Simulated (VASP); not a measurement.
# Al32H (a cell with a defect) in VASP: single point with PBEsol

Aim: the single point of Al32H (a cell with a defect) with PBEsol.

All numbers are computed with VASP 6.6.1; they aren't measurements. Logs are shortened: lines on timing, memory, paths and dates and some standing lists are left out, and cuts for length are marked.

## Step 1: The cell of the first run

The cell holds a defect, 33 atoms: a = 8.100 Å, b = 8.100 Å, c = 8.100 Å, α = 90.00°, β = 90.00°, γ = 90.00°.

## Step 2: Single point, PBEsol

The input, INCAR:

```
  ALGO = Normal
  EDIFF = 1E-6
  ENCUT = 520
  GGA = PS
  ISIF = 2
  ISMEAR = 0
  LASPH = T
  LCHARG = F
  LREAL = Auto
  LWAVE = F
  NBANDS = 70
  NELM = 100
  PREC = Accurate
  SIGMA = 0.1
```

The input, KPOINTS:

```
k-points
0
Gamma
  3 3 3
```

The input, POSCAR:

```
Al32H
1.0
    8.1000000000      0.0000000000      0.0000000000
    0.0000000000      8.1000000000      0.0000000000
    0.0000000000      0.0000000000      8.1000000000
Al H
32 1
Direct
    0.5002856790     -0.0008213580     -0.0002449383
    0.7494946914      0.2496461728      0.0004756790
    0.7343485185      0.0085734568      0.2595137037
    0.0084783951      0.0085033333     -0.0146858025
    0.2507791358      0.2508214815     -0.0017860494
    0.4986562963      0.4986971605     -0.0005209877
    0.7464091358      0.7464495062     -0.0026043210
    0.2485522222     -0.0020871605      0.2488607407
    0.4952837037      0.2517076543      0.2498455556
    0.7487569136      0.5003327160      0.2501040741
    0.4952645679     -0.0010795062      0.5026080247
    0.7472023457      0.2508606173      0.5018008642
    0.7487351852     -0.0008301235      0.7512641975
   -0.0008623457      0.5003293827     -0.0002486420
    0.2496039506      0.7495348148      0.0004700000
   -0.0021364198      0.2485949383      0.2488580247
    0.2516470370      0.4953356790      0.2498425926
    0.5002806173      0.7487982716      0.2501028395
   -0.0021204938     -0.0020743210      0.4995685185
    0.2487267901      0.2487785185      0.4997159259
    0.4992339506      0.4992818519      0.5004522222
    0.7495001235      0.7495460494      0.5005704938
    0.2516441975     -0.0010974074      0.7462814815
    0.4992119753      0.2495038272      0.7502150617
    0.7485300000      0.4987108642      0.7496341975
    0.0085220988      0.7344228395      0.2594872840
   -0.0011264198      0.4953176543      0.5025938272
    0.2508102469      0.7472458025      0.5017928395
   -0.0011407407      0.2516898765      0.7462824691
    0.2494601235      0.4992559259      0.7502111111
    0.4986669136      0.7485734568      0.7496307407
   -0.0008720988      0.7487724691      0.7512560494
    0.9038501235      0.9039327160      0.1548861728
```

Potentials or basis: VASP PAW PBE potentials, release 64 (Al, H).

The run is started by

```sh
> cat potpaw_PBE.64/Al/POTCAR potpaw_PBE.64/H/POTCAR > POTCAR
> mpirun -np 1 vasp_std > vasp.out
```

OUTCAR:

```text
EDIFF = 1E-6
   ENCUT = 520
   GGA = PS
   ISIF = 2
   ISMEAR = 0
   LASPH = T
   LREAL = Auto
   NELM = 100
   PREC = Accurate

 ion  position               nearest neighbor table
   1  0.500  0.999  1.000-   3 2.83  13 2.85   7 2.86   2 2.86  24 2.86  15 2.87  18 2.87  31 2.87
                             8 2.87   5 2.87  23 2.88   9 2.88
   2  0.749  0.250  0.000-  16 2.85   1 2.86  13 2.86   6 2.86  25 2.86  10 2.87  14 2.87  24 2.87
                             3 2.87   4 2.87  29 2.88   9 2.88
   3  0.734  0.009  0.260-  33 1.82  11 2.76   9 2.76  12 2.78   1 2.83  18 2.83  22 2.87   2 2.87
                            16 2.89  19 2.89   7 3.00  26 3.14   4 3.14
   4  0.008  0.009  0.985-  33 1.82  23 2.76  29 2.76   5 2.78  32 2.83  13 2.83  15 2.87   2 2.87
                             8 2.89  16 2.89   7 3.00  26 3.14   3 3.14
   5  0.251  0.251  0.998-   4 2.78   6 2.84   9 2.84  17 2.84  24 2.84  30 2.84  14 2.87   1 2.87
                             8 2.88  16 2.88  23 2.89  29 2.89
   6  0.499  0.499  0.999-   7 2.84   5 2.84   9 2.85  17 2.85  24 2.85  30 2.85  25 2.86  31 2.86
                             2 2.86  15 2.86  18 2.87  10 2.87
   7  0.746  0.746  0.997-  25 2.84   6 2.84  31 2.84  10 2.86  18 2.86  14 2.86  13 2.86   1 2.86
                            32 2.86   4 3.00  26 3.00   3 3.00
   8  0.249  0.998  0.249-  15 2.85  11 2.87   9 2.87   1 2.87  18 2.87  16 2.87  19 2.87  20 2.87
                             5 2.88  28 2.88  26 2.89   4 2.89
   9  0.495  0.252  0.250-   3 2.76  17 2.79   5 2.84  20 2.84   6 2.85  21 2.85   8 2.87  10 2.88
[... 32 lines left out ...]
                            22 2.86   2 2.86  32 2.87  14 2.87
  26  0.009  0.734  0.259-  33 1.82  27 2.76  17 2.76  28 2.78  14 2.83  10 2.83  15 2.87  22 2.87
                             8 2.89  19 2.89   7 3.00   4 3.14   3 3.14
  27  0.999  0.495  0.503-  26 2.76  29 2.79  12 2.84  20 2.84  25 2.85  30 2.85  16 2.87  32 2.88
                            10 2.88  22 2.88  28 2.89  17 2.90
  28  0.251  0.747  0.502-  26 2.78  31 2.84  11 2.84  23 2.84  21 2.84  30 2.84  32 2.87  18 2.87
                             8 2.88  19 2.88  17 2.89  27 2.89
  29  0.999  0.252  0.746-   4 2.76  27 2.79  12 2.84  20 2.84  25 2.85  30 2.85  19 2.87  14 2.88
                            13 2.88   2 2.88   5 2.89  23 2.90
  30  0.249  0.499  0.750-  28 2.84   5 2.84  29 2.85  27 2.85   6 2.85  31 2.86  24 2.86  21 2.86
                            32 2.86  14 2.86  15 2.87  20 2.87
  31  0.499  0.749  0.750-   7 2.84  28 2.84  23 2.85  11 2.85  21 2.86  30 2.86   6 2.86  25 2.86
                            22 2.86  15 2.86  13 2.87   1 2.87
  32  0.999  0.749  0.751-   4 2.83  14 2.85   7 2.86  15 2.86  30 2.86  22 2.87  25 2.87  13 2.87
                            19 2.87  28 2.87  27 2.88  23 2.88
  33  0.904  0.904  0.155-   3 1.82  26 1.82   4 1.82

  LATTYP: Found a simple cubic cell.
 ALAT       =     8.1000000000

  Lattice vectors:

 A1 = (   8.1000000000,   0.0000000000,   0.0000000000)
 A2 = (   0.0000000000,   8.1000000000,   0.0000000000)
 A3 = (   0.0000000000,   0.0000000000,   8.1000000000)

Analysis of symmetry for initial positions (statically):
[... 193 lines left out ...]
   IALGO  =     38    algorithm
   IMIX   =      4    mixing-type and parameters
     AMIX     =   0.40;   BMIX     =  1.00
     AMIX_MAG =   1.60;   BMIX_MAG =  1.00
  volume/ion in A,a.u.               =      16.10       108.68
  Fermi-wavevector in a.u.,A,eV,Ry     =   0.928639  1.754874 11.733269  0.862371
  Thomas-Fermi vector in A             =   2.054837
   LORBIT       =      0    0 simple, 1 ext, 2 COOP (PROOUT), +10 PAW based schemes
   GGA     = PS    functional components
   LHFCALC =     F    Hartree Fock is set to
   AEXX    =    0.0000 exact exchange contribution
   IVDW    =     0    specifies the selected vdW correction
   LEPSILON=     F    determine dielectric tensor
   LRPA    =     F    only Hartree local field effects (RPA)
 non-spin polarized calculation
 Gauss-broadening in eV      SIGMA  =   0.10
  energy-cutoff  :      520.00
  volume of cell :      531.44
 maximum number of plane-waves:     14358
   NGX = 31   NGY = 31   NGZ = 31

 number of electron      97.0000001 magnetization

 Free energy of the ion-electron system (eV)
  ---------------------------------------------------
  ext. energy  EPLUGINS =         0.00000000
  ---------------------------------------------------
  free energy    TOTEN  =      -134.31062877 eV

  energy without entropy =     -134.27931150  energy(sigma->0) =     -134.29497014

 E-fermi :   7.7701     XC(G=0): -10.2545

 val. band max:        7.6687081729   @ k =   0.3333   0.3333   0.3333
 cond. band min:       7.7966878964   @ k =   0.0000   0.3333   0.0000
 fundamental gap:      0.1279797235
 Fermi energy:         7.7701057504

 k-point     1 :       0.0000    0.0000    0.0000
  band No.  band energies     occupation
      1      -3.3059      2.00000
      2      -1.5848      2.00000
      3      -0.9929      2.00000
      4      -0.9929      2.00000
      5      -0.9604      2.00000
      6      -0.9603      2.00000
[... 871 lines left out ...]
     59       9.6873      0.00000
     60       9.7044      0.00000
 [bands above 60 left out]

------------------------ aborting loop because EDIFF is reached ----------------------------------------

  FORCE on cell =-STRESS in cart. coord.  units (eV):
  Direction    XX          YY          ZZ          XY          YZ          ZX
  --------------------------------------------------------------------------------------
  -------------------------------------------------------------------------------------
  Total       -3.0662417     -3.0698288     -3.0736118     -0.6143170     -0.6152986     -0.6160079
  in kB       -9.2440420     -9.2548565     -9.2662611     -1.8520301     -1.8549895     -1.8571278
  external PRESSURE =      -9.2550532 kB  Pullay stress =       0.0000000 kB

 VOLUME and BASIS-vectors are now :
 -----------------------------------------------------------------------------
  energy-cutoff  :      520.00
  volume of cell :      531.44
      direct lattice vectors                 reciprocal lattice vectors
     8.100000000  0.000000000  0.000000000     0.123456790  0.000000000  0.000000000
     0.000000000  8.100000000  0.000000000     0.000000000  0.123456790  0.000000000
     0.000000000  0.000000000  8.100000000     0.000000000  0.000000000  0.123456790

 POSITION                                       TOTAL-FORCE (eV/Angst)
 -----------------------------------------------------------------------------------
      4.05231      8.09335      8.09802         0.011147     -0.002681      0.003589
      6.07091      2.02213      0.00385         0.001451      0.001384      0.007050
      5.94822      0.06945      2.10206         0.010882      0.023186      0.019202
      0.06868      0.06888      7.98104         0.022374      0.023358      0.009438
      2.03131      2.03165      8.08553         0.016566      0.016167     -0.003271
      4.03912      4.03945      8.09578         0.000579      0.001450      0.003444
[... 25 lines left out ...]
      8.09294      6.06506      6.08517         0.000619      0.005471      0.009832
      7.32119      7.32185      1.25458        -0.173291     -0.173545     -0.176298
 -----------------------------------------------------------------------------------
    total drift:                               -0.066811     -0.063510      0.017897

  FREE ENERGIE OF THE ION-ELECTRON SYSTEM (eV)
  ---------------------------------------------------
  free  energy   TOTEN  =      -134.3106287679 eV

  energy  without entropy=     -134.2793115040  energy(sigma->0) =     -134.29497014
```

OSZICAR:

```text
N       E                     dE             d eps       ncg     rms          rms(c)
DAV:   1     0.119771631790E+03    0.11977E+03   -0.33975E+04  1960   0.111E+03
DAV:   2    -0.121263928330E+03   -0.24104E+03   -0.22514E+03  2312   0.145E+02
DAV:   3    -0.135116006215E+03   -0.13852E+02   -0.13240E+02  2432   0.284E+01
DAV:   4    -0.135393798964E+03   -0.27779E+00   -0.27550E+00  2304   0.422E+00
DAV:   5    -0.135397479070E+03   -0.36801E-02   -0.36770E-02  2362   0.554E-01    0.817E+00
DAV:   6    -0.134700591764E+03    0.69689E+00   -0.16750E-01  2696   0.130E+00    0.466E+00
DAV:   7    -0.134320991097E+03    0.37960E+00   -0.58893E-01  2208   0.188E+00    0.837E-01
DAV:   8    -0.134314978220E+03    0.60129E-02   -0.65713E-02  2288   0.676E-01    0.511E-01
DAV:   9    -0.134310930396E+03    0.40478E-02   -0.19457E-02  2272   0.294E-01    0.190E-01
DAV:  10    -0.134310740153E+03    0.19024E-03   -0.30955E-03  2288   0.133E-01    0.159E-01
DAV:  11    -0.134310728605E+03    0.11547E-04   -0.13185E-04  2304   0.308E-02    0.635E-02
DAV:  12    -0.134310620146E+03    0.10846E-03   -0.15696E-04  2704   0.376E-02    0.982E-03
DAV:  13    -0.134310630770E+03   -0.10625E-04   -0.12452E-04  2240   0.190E-02    0.881E-03
DAV:  14    -0.134310629313E+03    0.14570E-05   -0.22804E-06  1936   0.454E-03    0.426E-03
DAV:  15    -0.134310628768E+03    0.54543E-06   -0.31071E-06  1976   0.357E-03
   1 F= -.13431063E+03 E0= -.13429497E+03  d E =-.313173E-01
```

stdout:

```text
POSCAR found type information on POSCAR AlH
 POSCAR found :  2 types and      33 ions
 scaLAPACK will be used
 -----------------------------------------------------------------------------
|                                                                             |
|                                                                             |
|     You enforced a specific xc type in the INCAR file but a different       |
|     I HOPE YOU KNOW WHAT YOU ARE DOING!                                     |
|                                                                             |
 -----------------------------------------------------------------------------

 LDA part: xc-table for (Slater+PW92), standard interpolation
 POSCAR, INCAR and KPOINTS ok, starting setup
 FFT: planning ... GRIDC
 FFT: planning ... GRID_SOFT
 FFT: planning ... GRID
 WAVECAR not read
 entering main loop
```

It took 4.2 min on 1 thread of Intel Xeon 6975P-C (Granite Rapids), shared host; peak memory 0.65 GiB.

Results:

- Free energy: -134.3106 eV
- Pressure: -0.9 GPa
- Largest force: 0.302 eV/Å
- Band gap on the k mesh: zero (an odd number of electrons rules out a gap without spin polarisation)

Forces on the atoms (eV/Å):
```
Al   0.011 -0.003  0.004
Al   0.001  0.001  0.007
Al   0.011  0.023  0.019
Al   0.022  0.023  0.009
Al   0.017  0.016 -0.003
Al   0.001  0.001  0.003
Al   0.009  0.009  0.007
Al  -0.004 -0.001 -0.001
Al   0.005  0.010  0.005
Al   0.003  0.010  0.002
Al   0.004  0.008  0.009
Al   0.002  0.016  0.014
Al   0.005  0.001  0.010
Al  -0.003  0.011  0.004
Al   0.002  0.002  0.008
Al   0.000 -0.005 -0.001
Al   0.010  0.004  0.005
Al   0.010  0.003  0.002
Al   0.000  0.001 -0.005
Al  -0.001 -0.001  0.000
Al   0.000  0.000  0.005
Al   0.002  0.002  0.008
Al   0.010  0.006 -0.001
Al  -0.001  0.001  0.005
Al   0.002  0.001  0.001
Al   0.023  0.010  0.020
Al   0.008  0.004  0.009
Al   0.016  0.002  0.014
Al   0.006  0.010 -0.001
Al   0.000  0.000  0.004
Al   0.001  0.002  0.002
Al   0.001  0.005  0.010
H   -0.173 -0.174 -0.176
```

Stress tensor (GPa, compression positive):
```
-0.92 -0.19 -0.19
-0.19 -0.93 -0.19
-0.19 -0.19 -0.93
```

Caveat: the PAW data sets were made with another functional, which shifts forces and pressure a little.

The gap in the log of VASP goes by the Fermi energy; the results here count the filled bands.